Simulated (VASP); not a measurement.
Runs of VASP 6.6.1 on IrO. The structure is that of space group Pm-3m (No. 221), or close to it. The cells are those of the table. 

```csv
task,spin,cell,k mesh,cutoff (eV),gap on the mesh (eV),pressure (GPa)
single point,"collinear, ferromagnetic start","a = 2.782 Å, 2 atoms",6 × 6 × 6,520,none,(a)
relaxation of cell and atoms,off,"relaxed from a = 2.782 Å, 2 atoms",6 × 6 × 6,600,none,-0.1
single point,off,"a = 2.810 Å, 2 atoms",20 × 20 × 20,520,none,0.2
single point,off,"a = 2.810 Å, 2 atoms",6 × 6 × 6,520,none,0.1
relaxation of cell and atoms,off,"relaxed from a = 2.810 Å, 2 atoms",20 × 20 × 20,600,none,0.1
```

Alike in all rows: level PBE; potentials or basis VASP PAW PBE potentials, release 64 (Ir, O); smearing gaussian 0.1 eV.

Q: Estimate the missing entries.

A: (a) 8.6.

Caveats: some runs use coarse meshes; spin-orbit coupling is left out, which moves the levels of the heavy elements; an odd number of electrons without spin polarisation forces a metal (some runs); a magnetic or distorted state may lie lower (some runs); the relaxation stopped at its first step, so nothing moved (some runs).

A k mesh can miss the band edges, and the runs leave out spin-orbit coupling on Ir.

A gap of «none» marks levels without a gap at the run's occupations.
